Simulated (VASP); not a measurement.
# Ir (Fm-3m) in VASP: notebook

Ir is run at these levels: PBE; tasks: single point.

Everything below comes from runs of VASP 6.6.1. Logs are shortened: lines on timing, memory, paths and dates and some standing lists are left out, and cuts for length are marked.

## Step 1: The cell of the first run

The structure is cubic, space group Fm-3m (No. 225). Conventional cell: a = 3.726 Å, b = 3.726 Å, c = 3.726 Å, α = 90.00°, β = 90.00°, γ = 90.00°. Within 3.5 Å of Ir (site symmetry m-3m) lie 12 Ir at 2.63 Å.

## Step 2: Single point, PBE

The input, INCAR:

```
  ALGO = Normal
  EDIFF = 1E-6
  ENCUT = 520
  GGA = PE
  ISIF = 2
  ISMEAR = 1
  LASPH = T
  LCHARG = F
  LREAL = F
  LWAVE = F
  NBANDS = 10
  NELM = 100
  PREC = Accurate
  SIGMA = 0.1
```

The input, KPOINTS:

```
k-points
0
Gamma
  13 13 13
```

The input, POSCAR:

```
Ir
1.0
    0.0000000000      1.8630911555      1.8630911555
    1.8630911555      0.0000000000      1.8630911555
    1.8630911555      1.8630911555      0.0000000000
Ir
1
Direct
    0.0000000000      0.0000000000      0.0000000000
```

Potentials or basis: VASP PAW PBE potentials, release 64 (Ir).

The run is started by

```console
cat potpaw_PBE.64/Ir/POTCAR > POTCAR
mpirun -np 1 vasp_std > vasp.out
```

OUTCAR:

```text
EDIFF = 1E-6
   ENCUT = 520
   GGA = PE
   ISIF = 2
   ISMEAR = 1
   LASPH = T
   LREAL = F
   NELM = 100
   PREC = Accurate

 ion  position               nearest neighbor table
   1  0.000  0.000  0.000-

  LATTYP: Found a face centered cubic cell.
 ALAT       =     3.7261823110

  Lattice vectors:

 A1 = (   0.0000000000,   1.8630911555,   1.8630911555)
 A2 = (   1.8630911555,   0.0000000000,   1.8630911555)
 A3 = (   1.8630911555,   1.8630911555,   0.0000000000)

Analysis of symmetry for initial positions (statically):
=====================================================================
 Subroutine PRICEL returns:
 Original cell was already a primitive cell.

 Routine SETGRP: Setting up the symmetry group for a
 face centered cubic supercell.

 Subroutine GETGRP returns: Found 48 space group operations
 (whereof 48 operations were pure point group operations)
 out of a pool of 48 trial point group operations.

The static configuration has the point symmetry O_h .

Analysis of symmetry for dynamics (positions and initial velocities):
=====================================================================
 Subroutine PRICEL returns:
 Original cell was already a primitive cell.

 Routine SETGRP: Setting up the symmetry group for a
 face centered cubic supercell.

 Subroutine GETGRP returns: Found 48 space group operations
 (whereof 48 operations were pure point group operations)
 out of a pool of 48 trial point group operations.

The dynamic configuration has the point symmetry O_h .

 Subroutine INISYM returns: Found 48 space group operations
 (whereof 48 operations are pure point group operations),
 and found     1 'primitive' translations

----------------------------------------------------------------------------------------

                                     Primitive cell

  volume of cell :      12.9340

  direct lattice vectors                    reciprocal lattice vectors
     0.000000000  1.863091156  1.863091156    -0.268371195  0.268371195  0.268371195
     1.863091156  0.000000000  1.863091156     0.268371195 -0.268371195  0.268371195
     1.863091156  1.863091156  0.000000000     0.268371195  0.268371195 -0.268371195

  length of vectors
     2.634808780  2.634808780  2.634808780     0.464832545  0.464832545  0.464832545

  position of ions in fractional coordinates (direct lattice)
     0.000000000  0.000000000  0.000000000

  ion indices of the primitive-cell ions
   primitive index   ion index
                 1           1

----------------------------------------------------------------------------------------
[... 78 lines left out ...]
   POTIM  = 0.5000    time-step for ionic-motion
   TEBEG  =    0.0;   TEEND  =   0.0 temperature during run
   PSTRESS=    0.0 pullay stress
   NELECT =       9.0000    total number of electrons
   NUPDOWN=      -1.0000    fix difference up-down
   EMIN   =  10.00;   EMAX   =-10.00  energy-range for DOS
   EFERMI =   0.00;   METHOD = LEGACY
   ISMEAR =     1;   SIGMA  =   0.10  broadening in eV -4-tet -1-fermi 0-gaus
   EFERMI_NEDOS =   21; number of points for ismear=-14 and -15
   IALGO  =     38    algorithm
   IMIX   =      4    mixing-type and parameters
     AMIX     =   0.40;   BMIX     =  1.00
     AMIX_MAG =   1.60;   BMIX_MAG =  1.00
  volume/ion in A,a.u.               =      12.93        87.28
  Fermi-wavevector in a.u.,A,eV,Ry     =   1.450702  2.741429 28.633957  2.104537
  Thomas-Fermi vector in A             =   2.568284
   LORBIT       =      0    0 simple, 1 ext, 2 COOP (PROOUT), +10 PAW based schemes
   GGA     = PE    functional components
   LHFCALC =     F    Hartree Fock is set to
   AEXX    =    0.0000 exact exchange contribution
   IVDW    =     0    specifies the selected vdW correction
   LEPSILON=     F    determine dielectric tensor
   LRPA    =     F    only Hartree local field effects (RPA)
 non-spin polarized calculation
 Methfessel and Paxton  Order N= 1 SIGMA  =   0.10
  energy-cutoff  :      520.00
  volume of cell :       12.93
 maximum number of plane-waves:       359
   NGX =  9   NGY =  9   NGZ =  9

 number of electron       8.9999999 magnetization

 Free energy of the ion-electron system (eV)
  ---------------------------------------------------
  ext. energy  EPLUGINS =         0.00000000
  ---------------------------------------------------
  free energy    TOTEN  =        -8.60050249 eV

  energy without entropy =       -8.60059648  energy(sigma->0) =       -8.60053382

 E-fermi :  12.0540     XC(G=0): -14.5262

 val. band max:       12.0148071865   @ k =  -0.3077   0.3077   0.0769
 cond. band min:      12.1033554091   @ k =   0.4615   0.1538   0.0769
 fundamental gap:      0.0885482226
 Fermi energy:        12.0539579277

 k-point     1 :       0.0000    0.0000    0.0000
  band No.  band energies     occupation
      1      -0.0777      2.00000
      2       7.5865      2.00000
      3       7.5865      2.00000
      4       7.5865      2.00000
      5      10.6893      2.00000
      6      10.6893      2.00000
      7      26.1373      0.00000
      8      32.2770      0.00000
      9      32.2770      0.00000
     10      32.2770      0.00000
[... 287 lines left out ...]
 k-point    24 :       0.4615    0.1538    0.0000
  band No.  band energies     occupation
      1       3.7900      2.00000
      2       6.7177      2.00000
      3       7.9912      2.00000
      4       8.4788      2.00000
      5      13.2039     -0.00000
      6      14.4452      0.00000
      7      21.5395      0.00000
      8      27.8339      0.00000
      9      31.4267      0.00000
     10      32.9051      0.00000

 [... further k-points ...]

------------------------ aborting loop because EDIFF is reached ----------------------------------------

  FORCE on cell =-STRESS in cart. coord.  units (eV):
  Direction    XX          YY          ZZ          XY          YZ          ZX
  --------------------------------------------------------------------------------------
  -------------------------------------------------------------------------------------
  Total        4.4015090      4.4015090      4.4015090      0.0000000     -0.0000000      0.0000000
  in kB      545.2301532    545.2301532    545.2301532      0.0000000     -0.0000000      0.0000000
  external PRESSURE =     545.2301532 kB  Pullay stress =       0.0000000 kB

 VOLUME and BASIS-vectors are now :
 -----------------------------------------------------------------------------
  energy-cutoff  :      520.00
  volume of cell :       12.93
      direct lattice vectors                 reciprocal lattice vectors
     0.000000000  1.863091156  1.863091156    -0.268371195  0.268371195  0.268371195
     1.863091156  0.000000000  1.863091156     0.268371195 -0.268371195  0.268371195
     1.863091156  1.863091156  0.000000000     0.268371195  0.268371195 -0.268371195

 POSITION                                       TOTAL-FORCE (eV/Angst)
 -----------------------------------------------------------------------------------
      0.00000      0.00000      0.00000         0.000000     -0.000000     -0.000000
 -----------------------------------------------------------------------------------
    total drift:                               -0.000000     -0.000000     -0.000000

  FREE ENERGIE OF THE ION-ELECTRON SYSTEM (eV)
  ---------------------------------------------------
  free  energy   TOTEN  =        -8.6005024863 eV

  energy  without entropy=       -8.6005964817  energy(sigma->0) =       -8.60053382
```

OSZICAR:

```text
N       E                     dE             d eps       ncg     rms          rms(c)
DAV:   1     0.504751162335E+02    0.50475E+02   -0.44735E+03  1696   0.832E+02
DAV:   2    -0.819338487942E+01   -0.58669E+02   -0.56123E+02  1728   0.205E+02
DAV:   3    -0.909855497918E+01   -0.90517E+00   -0.90231E+00  2024   0.304E+01
DAV:   4    -0.910593168900E+01   -0.73767E-02   -0.73755E-02  1912   0.252E+00
DAV:   5    -0.910606197559E+01   -0.13029E-03   -0.13029E-03  1956   0.321E-01    0.197E+01
DAV:   6    -0.870787147182E+01    0.39819E+00   -0.55058E-01  1888   0.938E+00    0.878E+00
DAV:   7    -0.860697367072E+01    0.10090E+00   -0.25390E-01  2098   0.590E+00    0.140E+00
DAV:   8    -0.860214072668E+01    0.48329E-02   -0.24039E-03  1848   0.622E-01    0.642E-01
DAV:   9    -0.860049544176E+01    0.16453E-02   -0.14408E-03  1894   0.544E-01    0.162E-02
DAV:  10    -0.860050283405E+01   -0.73923E-05   -0.95542E-06  2330   0.271E-02    0.167E-02
DAV:  11    -0.860050248630E+01    0.34775E-06   -0.35904E-07  1132   0.742E-03
   1 F= -.86005025E+01 E0= -.86005338E+01  d E =0.939954E-04
```

Run time: 21 s. Hardware: 1 thread of AMD EPYC 7R13, shared host; peak memory 0.1 GiB.

Results:

```
Free energy : -8.6005 eV
Pressure    : 54.5 GPa
```

Caveat: spin-orbit coupling is left out, which moves the levels of the heavy elements.

## Step 3: Single point, PBE

This run uses another cell than the first one, of 13.50 Å³/atom, 1.043 times its volume.

The input, INCAR:

```
SYSTEM = Ir
ALGO     = Normal         ! electronic algorithm
EDIFF    = 1E-6           ! SCF threshold, eV
ENCUT    = 520            ! plane-wave cutoff, eV
GGA      = PE             ! functional
ISIF     = 2              ! what is computed and relaxed
ISMEAR   = 1              ! smearing method
LASPH    = .TRUE.         ! aspherical terms in the spheres
LCHARG   = .TRUE.         ! write CHGCAR
LELF     = .TRUE.         ! ELF
LREAL    = .FALSE.        ! projectors in reciprocal space
LVHAR    = .TRUE.       
LWAVE    = .FALSE.        ! write WAVECAR
NBANDS   = 10             ! bands
NELM     = 80             ! most SCF steps
PREC     = Accurate       ! precision mode
SIGMA    = 0.1            ! smearing width, eV
```

The input, KPOINTS:

```
k-points
0
G
  13 13 13
  0 0 0
```

The input, POSCAR:

```
Ir
1.0
    0.0000000000      1.8897103398      1.8897103398
    1.8897103398      0.0000000000      1.8897103398
    1.8897103398      1.8897103398      0.0000000000
Ir
1
Direct
    0.0000000000      0.0000000000      0.0000000000
```

Potentials or basis: VASP PAW PBE potentials, release 64 (Ir).

The run is started by

```console
cat potpaw_PBE.64/Ir/POTCAR > POTCAR
mpirun -np 1 vasp_std > vasp.out
```

It took 23 s on 1 thread of AMD EPYC 7R13, shared host; peak memory 0.1 GiB.

The run converged. Its results:

```yaml
Free_energy: -8.7492 eV
Pressure: 31.0 GPa
```

Levels at points of the mesh, in eV from the Fermi level:
```
           k point  band 1  band 2  band 3  band 4  band 5  band 6  band 7  band 8  band 9
(0.00, 0.00, 0.00)  -11.65   -4.19   -4.19   -4.19   -1.28   -1.28   14.20   20.08   20.08
```

Caveat: spin-orbit coupling is left out, which moves the levels of the heavy elements.

## Step 4: Single point, PBE

This run uses another cell than the first one, of 14.62 Å³/atom, 1.130 times its volume.

The input, INCAR:

```
PREC = Accurate
ENCUT = 520
EDIFF = 1E-6
ISMEAR = 1
SIGMA = 0.1
LREAL = F
LASPH = T
NELM = 60
ALGO = Normal
ISIF = 2
LWAVE = F
LCHARG = F
GGA = PE
NBANDS = 10
```

The input, KPOINTS:

```
Automatic mesh
0
Gamma
  13 13 13
```

The input, POSCAR:

```
Ir
1.0
    0.0000000000      1.9408081540      1.9408081540
    1.9408081540      0.0000000000      1.9408081540
    1.9408081540      1.9408081540      0.0000000000
Ir
1
Direct
    0.0000000000      0.0000000000      0.0000000000
```

The run is started by

```console
cat potpaw_PBE.64/Ir/POTCAR > POTCAR
mpirun -np 1 vasp_std > vasp.out
```

Wall time 23 s (1 thread of AMD EPYC 7R13, shared host); peak memory 0.1 GiB.

It converged, with:

| Property | Result |
| --- | --- |
| Free energy | -8.8416 eV |
| Pressure | -2.2 GPa |

Levels at points of the mesh, in eV from the Fermi level:
```tsv
k point	band 2	band 3	band 4	band 5	band 6	band 7
(0.00, 0.00, 0.00)	-3.70	-3.70	-3.70	-1.15	-1.15	14.38
```

Caveat: spin-orbit coupling is left out, which moves the levels of the heavy elements.

(Continued in part 2 of 2.)
